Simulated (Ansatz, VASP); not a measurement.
Sc in VASP and in Ansatz

Contents of INCAR:

```
PREC = Accurate
ENCUT = 520
EDIFF = 1E-6
ISMEAR = -1
SIGMA = 0.05
LREAL = False
LASPH = True
NELM = 80
ALGO = Normal
ISIF = 2
LWAVE = False
LCHARG = True
LELF = True
LVHAR = True
NBANDS = 12
```

The input KPOINTS:

```
Automatic mesh
0
Gamma
  15 15 15
```

POSCAR

```
Sc
1.0
    2.6952760472      0.0000000000      0.0000000000
    0.0000000000      2.6952760472      0.0000000000
    0.0000000000      0.0000000000      2.6952760472
Sc
1
Direct
    0.0000000000      0.0000000000      0.0000000000
```

Input for Ansatz:

```yaml
crystal:
  lattice:
    - [2.6952760472, 0.0, 0.0]
    - [0.0, 2.6952760472, 0.0]
    - [0.0, 0.0, 2.6952760472]
  atoms:
    - { symbol: Sc, position: [0.0, 0.0, 0.0] }
kpoints:
  mp_grid: { grid: [15, 15, 15] }
scf:
  occupations: { method: fermi_dirac, width: 0.05 }
hamiltonian:
  xc: lda
  pseudopotentials: { kind: all_electron, lapw: { basis_error: 0.001 } }
output:
  forces: true
  stress: true
  eigenvalues: true
  populations: true
```

Change from the starting cell: volume scaled by 0.85, LAPW.

Alike in both runs: task single point; functional LDA; k mesh 15 × 15 × 15; occupations fermi-dirac, width 0.05 eV; no spin polarisation.

|  | VASP | Ansatz |
| --- | --- | --- |
| version | VASP 6.6.1 | Ansatz 0.2.0 |
| potentials or method | VASP PAW LDA potentials, release 64 (Sc_sv), cutoff 520 eV | all-electron LAPW, scalar-relativistic |

Ansatz gave:

- pressure (GPa): 8.4

Q: Estimate VASP's values.

A: Pressure (GPa): 8.6.

LDA's correlation is that of Perdew and Zunger in VASP and of Perdew and Wang (1992) in Ansatz. Ansatz ran all-electron here, and VASP with PAW potentials.
